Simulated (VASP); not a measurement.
# SiO2 (P4_2/mnm) in VASP: single point with r2SCAN

Aim: the single point of SiO2 with r2SCAN.

Everything below comes from runs of VASP 6.6.1. Logs are shortened: lines on timing, memory, paths and dates and some standing lists are left out, and cuts for length are marked.

## (1) The cell of the first run

The structure is tetragonal, space group P4_2/mnm (No. 136). The conventional cell has a = 4.141 Å, b = 4.141 Å, c = 2.642 Å, α = 90.00°, β = 90.00°, γ = 90.00°. Si (site symmetry mmm) has 6 O at 1.74 to 1.79 Å within 2.3 Å. Within 2.3 Å of O (site symmetry m2m) lie 3 Si at 1.74 to 1.79 Å and 1 O at 2.27 Å.

## (2) Single point, r2SCAN

The input, POSCAR:

```
SiO2
1.0
    4.1412033200      0.0000000000      0.0000000000
    0.0000000000      4.1412033200      0.0000000000
    0.0000000000      0.0000000000      2.6424670100
Si O
2 4
Direct
    0.0000000000      0.0000000000      0.0000000000
    0.5000000000      0.5000000000      0.5000000000
    0.3061500000      0.3061500000      0.0000000000
    0.1938500000      0.8061500000      0.5000000000
    0.6938500000      0.6938500000      0.0000000000
    0.8061500000      0.1938500000      0.5000000000
```

The input, INCAR.step1:

```
PREC = Accurate
ENCUT = 520
ISMEAR = -1
SIGMA = 0.1
LREAL = False
LASPH = True
NELM = 80
NBANDS = 25
GGA = PE
ALGO = Normal
EDIFF = 1E-4
LWAVE = True
LCHARG = False
```

The input, INCAR.step2:

```
PREC = Accurate
ENCUT = 520
EDIFF = 1E-6
ISMEAR = -1
SIGMA = 0.1
LREAL = False
LASPH = True
NELM = 80
ALGO = Normal
ISIF = 2
LWAVE = False
LCHARG = True
METAGGA = R2SCAN
LMIXTAU = True
LELF = True
LVHAR = True
NBANDS = 25
ISTART = 1
```

The input, KPOINTS:

```
Automatic mesh
0
Gamma
  6 6 10
```

Potentials or basis: VASP PAW PBE potentials, release 64 (Si, O).

Launch:

```
> cat potpaw_PBE.64/Si/POTCAR potpaw_PBE.64/O/POTCAR > POTCAR
> cp INCAR.step1 INCAR
> mpirun -np 1 vasp_std > vasp.out
> cp INCAR.step2 INCAR
> mpirun -np 1 vasp_std > vasp.out
```

OUTCAR:

```text
PREC = Accurate
   ENCUT = 520
   EDIFF = 1E-6
   ISMEAR = -1
   LREAL = False
   LASPH = True
   NELM = 80
   ISIF = 2
   METAGGA = R2SCAN
   ISTART = 1

 ion  position               nearest neighbor table
   1  0.000  0.000  0.000-   4 1.74   6 1.74   4 1.74   6 1.74   5 1.79   3 1.79
   2  0.500  0.500  0.500-   3 1.74   5 1.74   3 1.74   5 1.74   4 1.79   6 1.79
   3  0.306  0.306  0.000-   2 1.74   2 1.74   1 1.79
   4  0.194  0.806  0.500-   1 1.74   1 1.74   2 1.79
   5  0.694  0.694  0.000-   2 1.74   2 1.74   1 1.79
   6  0.806  0.194  0.500-   1 1.74   1 1.74   2 1.79

  LATTYP: Found a simple tetragonal cell.
 ALAT       =     4.1412033200
 C/A-ratio  =     0.6380915898

  Lattice vectors:

 A1 = (   4.1412033200,   0.0000000000,   0.0000000000)
 A2 = (   0.0000000000,   4.1412033200,   0.0000000000)
 A3 = (   0.0000000000,   0.0000000000,   2.6424670100)

Analysis of symmetry for initial positions (statically):
=====================================================================
 Subroutine PRICEL returns:
 Original cell was already a primitive cell.

 Routine SETGRP: Setting up the symmetry group for a
 simple tetragonal supercell.

 Subroutine GETGRP returns: Found 16 space group operations
 (whereof  8 operations were pure point group operations)
 out of a pool of 16 trial point group operations.

The static configuration has the point symmetry D_2h.
 The point group associated with its full space group is D_4h.

Analysis of symmetry for dynamics (positions and initial velocities):
=====================================================================
 Subroutine PRICEL returns:
 Original cell was already a primitive cell.

 Routine SETGRP: Setting up the symmetry group for a
 simple tetragonal supercell.

 Subroutine GETGRP returns: Found 16 space group operations
 (whereof  8 operations were pure point group operations)
 out of a pool of 16 trial point group operations.

The dynamic configuration has the point symmetry D_2h.
 The point group associated with its full space group is D_4h.

 Subroutine INISYM returns: Found 16 space group operations
 (whereof  8 operations are pure point group operations),
 and found     1 'primitive' translations

----------------------------------------------------------------------------------------

                                     Primitive cell

  volume of cell :      45.3172

[... 92 lines left out ...]
   LSORBIT =      F    spin-orbit coupling
   LASPH  =      T    aspherical Exc in radial PAW
   ENCUT  =  520.0 eV  38.22 Ry    6.18 a.u.   7.70  7.70  4.91*2*pi/ulx,y,z
   NELM   =     80;   NELMIN=  2; NELMDL=  0     # of ELM steps
   EDIFF  = 0.1E-05   stopping-criterion for ELM
   LREAL  =      F    real-space projection
   EDIFFG = 0.1E-04   stopping-criterion for IOM
   NSW    =      0    number of steps for IOM
   IBRION =     -1    ionic relax: 0-MD 1-quasi-New 2-CG
   NFREE  =      0    steps in history (QN), initial steepest desc. (CG)
   ISIF   =      2    stress and relaxation
   ISYM   =      2    0-nonsym 1-usesym 2-fastsym
   POTIM  = 0.5000    time-step for ionic-motion
   TEBEG  =    0.0;   TEEND  =   0.0 temperature during run
   PSTRESS=    0.0 pullay stress
   NELECT =      32.0000    total number of electrons
   NUPDOWN=      -1.0000    fix difference up-down
   EMIN   =  10.00;   EMAX   =-10.00  energy-range for DOS
   EFERMI =   0.00;   METHOD = LEGACY
   ISMEAR =    -1;   SIGMA  =   0.10  broadening in eV -4-tet -1-fermi 0-gaus
   EFERMI_NEDOS =   21; number of points for ismear=-14 and -15
   IALGO  =     38    algorithm
   IMIX   =      4    mixing-type and parameters
     AMIX     =   0.40;   BMIX     =  1.00
     AMIX_MAG =   1.60;   BMIX_MAG =  1.00
  volume/ion in A,a.u.               =       7.55        50.97
  Fermi-wavevector in a.u.,A,eV,Ry     =   1.457820  2.754881 28.915638  2.125239
  Thomas-Fermi vector in A             =   2.574577
   LORBIT       =      0    0 simple, 1 ext, 2 COOP (PROOUT), +10 PAW based schemes
   METAGGA = R2SCAN    functional components
   LHFCALC =     F    Hartree Fock is set to
   AEXX    =    0.0000 exact exchange contribution
   IVDW    =     0    specifies the selected vdW correction
   LEPSILON=     F    determine dielectric tensor
   LRPA    =     F    only Hartree local field effects (RPA)
 non-spin polarized calculation
  energy-cutoff  :      520.00
  volume of cell :       45.32
 maximum number of plane-waves:      1250
 NGX is ok and might be reduce to    32
   NGX = 15   NGY = 15   NGZ =  9

 number of electron      31.9999978 magnetization

 Free energy of the ion-electron system (eV)
  ---------------------------------------------------
  ext. energy  EPLUGINS =         0.00000000
  ---------------------------------------------------
  free energy    TOTEN  =       -58.72947854 eV

  energy without entropy =      -58.72947854  energy(sigma->0) =      -58.72947854

 E-fermi :  10.1061     XC(G=0): -13.0351

 val. band max:        8.2215134625   @ k =   0.0000   0.0000   0.0000
 cond. band min:      15.3196472695   @ k =   0.0000   0.0000   0.0000
 fundamental gap:      7.0981338071
 Fermi energy:        10.1060754824

 k-point     1 :       0.0000    0.0000    0.0000
  band No.  band energies     occupation
      1     -15.6460      2.00000
      2     -11.8972      2.00000
      3     -11.8972      2.00000
      4     -11.6293      2.00000
      5      -3.0027      2.00000
      6       1.5404      2.00000
[... 661 lines left out ...]
     24      22.0944      0.00000
     25      23.6870      0.00000

 [... further k-points ...]
[... 5 lines left out ...]
  --------------------------------------------------------------------------------------
  -------------------------------------------------------------------------------------
  Total        3.0123399      3.0123399      3.8480438     -0.0000000      0.0000000      0.0000000
  in kB      106.5005559    106.5005559    136.0466682     -0.0000000      0.0000000      0.0000000
  external PRESSURE =     116.3492600 kB  Pullay stress =       0.0000000 kB

 VOLUME and BASIS-vectors are now :
 -----------------------------------------------------------------------------
  energy-cutoff  :      520.00
  volume of cell :       45.32
      direct lattice vectors                 reciprocal lattice vectors
     4.141203320  0.000000000  0.000000000     0.241475707  0.000000000  0.000000000
     0.000000000  4.141203320  0.000000000     0.000000000  0.241475707  0.000000000
     0.000000000  0.000000000  2.642467010     0.000000000  0.000000000  0.378434242

 POSITION                                       TOTAL-FORCE (eV/Angst)
 -----------------------------------------------------------------------------------
      0.00000      0.00000      0.00000         0.000000      0.000000      0.000000
      2.07060      2.07060      1.32123         0.000000      0.000000      0.000000
      1.26783      1.26783      0.00000        -0.185749     -0.185749     -0.000000
      0.80277      3.33843      1.32123         0.185749     -0.185749     -0.000000
      2.87337      2.87337      0.00000         0.185749      0.185749      0.000000
      3.33843      0.80277      1.32123        -0.185749      0.185749      0.000000
 -----------------------------------------------------------------------------------
    total drift:                                0.000000      0.000000      0.000000

  FREE ENERGIE OF THE ION-ELECTRON SYSTEM (eV)
  ---------------------------------------------------
  free  energy   TOTEN  =       -58.7294785385 eV

  energy  without entropy=      -58.7294785383  energy(sigma->0) =      -58.72947854
```

It took 6 min on 1 thread of AMD EPYC 7R13, shared host; peak memory 0.16 GiB.

Results:

* Free energy: -58.7295 eV
* Pressure: 11.6 GPa
* Largest force: 0.263 eV/Å
* Band gap on the k mesh: 7.10 eV, direct

Forces on the atoms (eV/Å):
```
Si   0.000  0.000  0.000
Si   0.000  0.000  0.000
O   -0.186 -0.186  0.000
O    0.186 -0.186  0.000
O    0.186  0.186  0.000
O   -0.186  0.186  0.000
```

Caveat: the PAW data sets were made with another functional, which shifts forces and pressure a little.
